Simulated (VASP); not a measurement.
# MoPt3 (Pm-3m) in VASP: a series of runs

The runs below take MoPt3 through single point, with LDA.

Program: VASP 6.6.1. These are calculated values, not measurements. Logs are shortened: lines on timing, memory, paths and dates and some standing lists are left out, and cuts for length are marked.

## 1. The cell of the first run

Symmetry: Pm-3m, No. 221, cubic system. The conventional cell has a = 3.980 Å, b = 3.980 Å, c = 3.980 Å, α = 90.00°, β = 90.00°, γ = 90.00°. Mo (site symmetry m-3m) has 12 Pt at 2.81 Å within 3.7 Å. Within 3.7 Å of Pt (site symmetry 4/mmm) lie 4 Mo at 2.81 Å and 8 Pt at 2.81 Å.

## 2. Single point, LDA

Input file INCAR:

```
SYSTEM = MoPt3
  ALGO = Normal
  EDIFF = 1E-6
  ENCUT = 500
  GGA = CA
  GGA_COMPAT = .False.
  ISIF = 2
  ISMEAR = 1
  LASPH = .True.
  LCHARG = .False.
  LREAL = .False.
  LWAVE = .False.
  NBANDS = 30
  NELM = 120
  PREC = Accurate
  SIGMA = 0.1
```

Input file KPOINTS:

```
k-points
0
Gamma
  6 6 6
  0 0 0
```

Input file POSCAR:

```
MoPt3
1.0
    3.9795210000      0.0000000000      0.0000000000
    0.0000000000      3.9795210000      0.0000000000
    0.0000000000      0.0000000000      3.9795210000
Mo Pt
1 3
Direct
    0.0000000000      0.0000000000      0.0000000000
    0.5000000000      0.5000000000      0.0000000000
    0.5000000000      0.0000000000      0.5000000000
    0.0000000000      0.5000000000      0.5000000000
```

Potentials or basis: VASP PAW LDA potentials, release 64 (Mo_sv, Pt).

Started as:

```
> cat potpaw_LDA.64/Mo_sv/POTCAR potpaw_LDA.64/Pt/POTCAR > POTCAR
> mpirun -np 1 vasp_std > vasp.out
```

OUTCAR:

```text
SYSTEM = MoPt3
   EDIFF = 1E-6
   ENCUT = 500
   GGA = CA
   ISIF = 2
   ISMEAR = 1
   LASPH = .True.
   LREAL = .False.
   NELM = 120
   PREC = Accurate

 ion  position               nearest neighbor table
   1  0.000  0.000  0.000-   2 2.81   3 2.81   4 2.81   3 2.81   4 2.81   2 2.81   4 2.81   4 2.81
                             2 2.81   3 2.81   3 2.81   2 2.81
   2  0.500  0.500  0.000-   1 2.81   3 2.81   4 2.81   3 2.81   4 2.81   1 2.81   3 2.81   3 2.81
                             1 2.81   4 2.81   4 2.81   1 2.81
   3  0.500  0.000  0.500-   1 2.81   2 2.81   4 2.81   1 2.81   2 2.81   2 2.81   4 2.81   2 2.81
                             1 2.81   4 2.81   1 2.81   4 2.81
   4  0.000  0.500  0.500-   1 2.81   2 2.81   3 2.81   1 2.81   2 2.81   1 2.81   3 2.81   1 2.81
                             2 2.81   3 2.81   2 2.81   3 2.81

  LATTYP: Found a simple cubic cell.
 ALAT       =     3.9795210000

  Lattice vectors:

 A1 = (   3.9795210000,   0.0000000000,   0.0000000000)
 A2 = (   0.0000000000,   3.9795210000,   0.0000000000)
 A3 = (   0.0000000000,   0.0000000000,   3.9795210000)

Analysis of symmetry for initial positions (statically):
=====================================================================
 Subroutine PRICEL returns:
 Original cell was already a primitive cell.

 Routine SETGRP: Setting up the symmetry group for a
 simple cubic supercell.

 Subroutine GETGRP returns: Found 48 space group operations
[... 9 lines left out ...]

 Routine SETGRP: Setting up the symmetry group for a
 simple cubic supercell.

 Subroutine GETGRP returns: Found 48 space group operations
[... 11 lines left out ...]
                                     Primitive cell

  volume of cell :      63.0220

  direct lattice vectors                    reciprocal lattice vectors
     3.979521000  0.000000000  0.000000000     0.251286524  0.000000000  0.000000000
     0.000000000  3.979521000  0.000000000     0.000000000  0.251286524  0.000000000
     0.000000000  0.000000000  3.979521000     0.000000000  0.000000000  0.251286524

  length of vectors
     3.979521000  3.979521000  3.979521000     0.251286524  0.251286524  0.251286524

  position of ions in fractional coordinates (direct lattice)
     0.000000000  0.000000000  0.000000000
     0.500000000  0.500000000  0.000000000
     0.500000000  0.000000000  0.500000000
     0.000000000  0.500000000  0.500000000

  ion indices of the primitive-cell ions
   primitive index   ion index
[... 67 lines left out ...]
   LSORBIT =      F    spin-orbit coupling
   LASPH  =      T    aspherical Exc in radial PAW
   ENCUT  =  500.0 eV  36.75 Ry    6.06 a.u.   7.26  7.26  7.26*2*pi/ulx,y,z
   NELM   =    120;   NELMIN=  2; NELMDL= -5     # of ELM steps
   EDIFF  = 0.1E-05   stopping-criterion for ELM
   LREAL  =      F    real-space projection
   EDIFFG = 0.1E-04   stopping-criterion for IOM
   NSW    =      0    number of steps for IOM
   IBRION =     -1    ionic relax: 0-MD 1-quasi-New 2-CG
   NFREE  =      0    steps in history (QN), initial steepest desc. (CG)
   ISIF   =      2    stress and relaxation
   ISYM   =      2    0-nonsym 1-usesym 2-fastsym
   POTIM  = 0.5000    time-step for ionic-motion
   TEBEG  =    0.0;   TEEND  =   0.0 temperature during run
   PSTRESS=    0.0 pullay stress
   NELECT =      44.0000    total number of electrons
   NUPDOWN=      -1.0000    fix difference up-down
   EMIN   =  10.00;   EMAX   =-10.00  energy-range for DOS
   EFERMI =   0.00;   METHOD = LEGACY
   ISMEAR =     1;   SIGMA  =   0.10  broadening in eV -4-tet -1-fermi 0-gaus
   EFERMI_NEDOS =   21; number of points for ismear=-14 and -15
   IALGO  =     38    algorithm
   IMIX   =      4    mixing-type and parameters
     AMIX     =   0.40;   BMIX     =  1.00
     AMIX_MAG =   1.60;   BMIX_MAG =  1.00
  volume/ion in A,a.u.               =      15.76       106.32
  Fermi-wavevector in a.u.,A,eV,Ry     =   1.452318  2.744482 28.697766  2.109226
  Thomas-Fermi vector in A             =   2.569713
   LORBIT       =      0    0 simple, 1 ext, 2 COOP (PROOUT), +10 PAW based schemes
   GGA     = CA    functional components
   LHFCALC =     F    Hartree Fock is set to
   AEXX    =    0.0000 exact exchange contribution
   IVDW    =     0    specifies the selected vdW correction
   LEPSILON=     F    determine dielectric tensor
   LRPA    =     F    only Hartree local field effects (RPA)
 non-spin polarized calculation
 Methfessel and Paxton  Order N= 1 SIGMA  =   0.10
  energy-cutoff  :      500.00
  volume of cell :       63.02
 maximum number of plane-waves:      1628
 NGX is ok and might be reduce to    30
   NGX = 15   NGY = 15   NGZ = 15

 number of electron      44.0000014 magnetization

 Free energy of the ion-electron system (eV)
  ---------------------------------------------------
  ext. energy  EPLUGINS =         0.00000000
  ---------------------------------------------------
  free energy    TOTEN  =       -34.95130055 eV

  energy without entropy =      -34.95050129  energy(sigma->0) =      -34.95103413

 E-fermi :  11.3082     XC(G=0): -13.4688

 val. band max:       11.2819706476   @ k =   0.5000   0.3333   0.1667
 cond. band min:      11.3488048741   @ k =   0.5000   0.5000   0.1667
 fundamental gap:      0.0668342265
 Fermi energy:        11.3081962824

 k-point     1 :       0.0000    0.0000    0.0000
  band No.  band energies     occupation
      1     -49.9837      2.00000
      2     -24.2198      2.00000
      3     -24.2198      2.00000
      4     -24.2198      2.00000
      5       1.5472      2.00000
      6       4.3601      2.00000
[... 649 lines left out ...]
     29      17.1988      0.00000
     30      17.1988      0.00000

------------------------ aborting loop because EDIFF is reached ----------------------------------------

  FORCE on cell =-STRESS in cart. coord.  units (eV):
  Direction    XX          YY          ZZ          XY          YZ          ZX
  --------------------------------------------------------------------------------------
  -------------------------------------------------------------------------------------
  Total       -6.5913848     -6.5913848     -6.5913848     -0.0000000     -0.0000000     -0.0000000
  in kB     -167.5694517   -167.5694517   -167.5694517     -0.0000000     -0.0000000     -0.0000000
  external PRESSURE =    -167.5694517 kB  Pullay stress =       0.0000000 kB

 VOLUME and BASIS-vectors are now :
 -----------------------------------------------------------------------------
  energy-cutoff  :      500.00
  volume of cell :       63.02
      direct lattice vectors                 reciprocal lattice vectors
     3.979521000  0.000000000  0.000000000     0.251286524  0.000000000  0.000000000
     0.000000000  3.979521000  0.000000000     0.000000000  0.251286524  0.000000000
     0.000000000  0.000000000  3.979521000     0.000000000  0.000000000  0.251286524

 POSITION                                       TOTAL-FORCE (eV/Angst)
 -----------------------------------------------------------------------------------
      0.00000      0.00000      0.00000         0.000000      0.000000      0.000000
      1.98976      1.98976      0.00000         0.000000      0.000000      0.000000
      1.98976      0.00000      1.98976         0.000000      0.000000      0.000000
      0.00000      1.98976      1.98976         0.000000      0.000000      0.000000
 -----------------------------------------------------------------------------------
    total drift:                                0.000000      0.000000     -0.000000

  FREE ENERGIE OF THE ION-ELECTRON SYSTEM (eV)
  ---------------------------------------------------
  free  energy   TOTEN  =       -34.9513005463 eV

  energy  without entropy=      -34.9505012929  energy(sigma->0) =      -34.95103413
```

stdout:

```text
POSCAR found type information on POSCAR MoPt
 POSCAR found :  2 types and       4 ions
 scaLAPACK will be used
 LDA part: xc-table for (Slater(with rela. corr.)+CA(PZ))
 , standard interpolation
 POSCAR, INCAR and KPOINTS ok, starting setup
 FFT: planning ... GRIDC
 FFT: planning ... GRID_SOFT
 FFT: planning ... GRID
 WAVECAR not read
 entering main loop
```

It took 17 s on 1 thread of Intel Xeon 6975P-C (Granite Rapids), shared host; peak memory 0.16 GiB.

Results:

- Free energy: -34.9513 eV
- Pressure: -16.8 GPa
- Band gap on the k mesh: zero (band 22 reaches 12.51 eV, above the bottom of band 23 at 11.00 eV)

Levels at points of the mesh, in eV from the Fermi level:
```csv
k point,band 18,band 19,band 20,band 21,band 22,band 23,band 24,band 25,band 26,band 27
"(0.00, 0.00, 0.00)",-0.07,-0.07,-0.07,1.20,1.20,1.75,1.75,1.75,2.09,2.09
"(0.50, 0.00, 0.00)",-2.56,-2.51,-1.37,-0.81,-0.81,-0.07,-0.05,0.41,2.03,6.08
"(0.50, 0.50, 0.00)",-2.94,-2.94,-2.30,-2.15,-0.31,-0.31,-0.26,1.33,1.33,3.33
"(0.50, 0.50, 0.50)",-0.52,-0.52,-0.52,-0.31,-0.31,-0.31,0.98,0.98,0.98,1.39
```

Caveat: spin-orbit coupling is left out, which moves the levels of the heavy elements.

## 3. Single point, LDA

Input file INCAR:

```
SYSTEM = MoPt3
PREC = Accurate
ENCUT = 500
EDIFF = 1E-6
ISMEAR = 1
SIGMA = 0.1
LREAL = .FALSE.
LASPH = .TRUE.
NELM = 120
ALGO = Normal
ISIF = 2
LWAVE = .FALSE.
LCHARG = .FALSE.
GGA = CA
NBANDS = 30
GGA_COMPAT = .FALSE.
```

Input file KPOINTS:

```
Automatic mesh
0
G
  7 7 7
  0 0 0
```

POSCAR is that of step 2.

Potentials or basis: VASP PAW LDA potentials, release 64 (Mo_sv, Pt).

Started as:

```
> cat potpaw_LDA.64/Mo_sv/POTCAR potpaw_LDA.64/Pt/POTCAR > POTCAR
> mpirun -np 1 vasp_std > vasp.out
```

Wall time 16 s (1 thread of Intel Xeon 6975P-C (Granite Rapids), shared host); peak memory 0.16 GiB.

The run converged. Its results:

| Quantity | Value |
| --- | --- |
| Free energy | -34.9716 eV |
| Pressure | -16.8 GPa |
| Band gap on the k mesh | zero (band 22 reaches 12.53 eV, above the bottom of band 23 at 11.09 eV) |

Levels at points of the mesh, in eV from the Fermi level:
```csv
k point,band 19,band 20,band 21,band 22,band 23,band 24,band 25,band 26
"(0.00, 0.00, 0.00)",-0.10,-0.10,1.18,1.18,1.71,1.71,1.71,2.09
```

Caveat: spin-orbit coupling is left out, which moves the levels of the heavy elements.
